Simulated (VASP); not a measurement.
Input of a VASP 6.6.1 run:

The input INCAR:

```
PREC = Accurate ; ENCUT = 520
EDIFF = 1E-7 ; ISMEAR = 0
SIGMA = 0.05 ; LREAL = F
LASPH = T ; NELM = 100
ALGO = Normal ; ISIF = 2
LWAVE = F ; LCHARG = T
GGA = PE ; IVDW = 12
LELF = T ; LVHAR = T
NBANDS = 35
```

File KPOINTS:

```
regular mesh
0
Gamma
  12 12 2
```

POSCAR

```
WSe2
1.0
    3.5249546262      0.0000000000      0.0000000000
   -1.7624773131      2.8397211660      0.0000000000
    0.0000000000      0.0000000000     12.7886113051
W Se
2 4
Direct
    0.3333333333      0.6666666667      0.2500000000
    0.6666666667      0.3333333333      0.7500000000
    0.3333333333      0.6666666667      0.6182912222
    0.6666666667      0.3333333333      0.1182912222
    0.3333333333      0.6666666667      0.8817087778
    0.6666666667      0.3333333333      0.3817087778
```

Potentials or basis: VASP PAW PBE potentials, release 64 (W_sv, Se).

Launch:

```bash
$ cat potpaw_PBE.64/W_sv/POTCAR potpaw_PBE.64/Se/POTCAR > POTCAR
$ mpirun -np 1 vasp_std > vasp.out
```

Question: Predict the pressure.

Answer: -7.7 GPa.

Question: What does it give for the band gap on the k mesh?

Answer: 0.91 eV (least direct gap 1.22 eV).

Question: Predict the dispersion energy per atom.

Answer: -0.442 eV.

Question: Estimate the largest force.

Answer: 0.685 eV/Å.

Forces in eV/Å, atoms in the order of the input:
```
W    0.000 -0.420  0.000
W    0.000  0.420  0.000
Se   0.000 -0.222  0.648
Se   0.000  0.222  0.648
Se   0.000 -0.222 -0.648
Se   0.000  0.222 -0.648
```

Caveat: the cell differs from its parent crystal (strain +0.0750 x Voigt [1, 0, 0, 0, 0, 0]); the stress differs along the axes, from -13 to -4 GPa; spin-orbit coupling is left out, which moves the levels of the heavy elements. A k mesh can miss the band edges.
